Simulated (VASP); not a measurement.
The system is BaBr.

```
CELL_PARAMETERS angstrom
3.74542 0.00000 0.00000
0.00000 3.74542 0.00000
0.00000 0.00000 5.11583
ATOMIC_POSITIONS crystal
Ba 0.00000 0.00000 0.00000
Br 0.50000 0.50000 0.50000
```

The cell was generated, and may not be a known phase.

| Item | Value |
| --- | --- |
| Program | VASP 6.6.1 |
| Task | relaxation of cell and atoms |
| Functional | PBE |
| Potentials or basis | VASP PAW PBE potentials, release 64 (Ba_sv, Br) |
| Cutoff | 600 eV |
| k mesh | 14 × 14 × 12 |
| Occupations | gaussian, width 0.1 eV |
| Spin | no spin polarisation |

At the start: pressure 0.3 GPa; volume 35.88 Å³/atom.

Q: How do energy, volume and symmetry change on relaxing?

A: Over 7 steps the energy falls by 92.3 meV/atom and the volume is 33.93 Å³/atom (-5.4 %); space group P4/mmm (No. 123, to 0.1 Å) before, Pm-3m (No. 221, to 0.1 Å).

The path:
| step | energy change (eV) | largest force (eV/Å) | pressure (GPa) | volume (Å³) |
| --- | --- | --- | --- | --- |
| 1 | 0.0000 | 0.0000 | 0.25 | 71.77 |
| 2 | -0.0868 | 0.0000 | -0.15 | 72.25 |
| 3 | -0.1410 | 0.0000 | -0.65 | 72.59 |
| 4 | -0.1687 | 0.0000 | -1.09 | 72.19 |
| 5 | -0.1672 | 0.0000 | -1.11 | 72.42 |
| 6 | -0.1844 | 0.0000 | -0.12 | 68.30 |
| 7 | -0.1846 | 0.0000 | 0.00 | 67.87 |

Final structure:
```
Ba Br
1.0
     4.07012    0.00000    0.00000
     0.00000    4.07012    0.00000
     0.00000    0.00000    4.09683
Ba Br
1 1
Cartesian
  0.0000 0.0000 0.0000
  2.0351 2.0351 2.0484
```

Caveat: a cell axis changed by over 15 % at a fixed basis, so the end point is rough; an odd number of electrons without spin polarisation forces a metal; a magnetic or distorted state may lie lower.
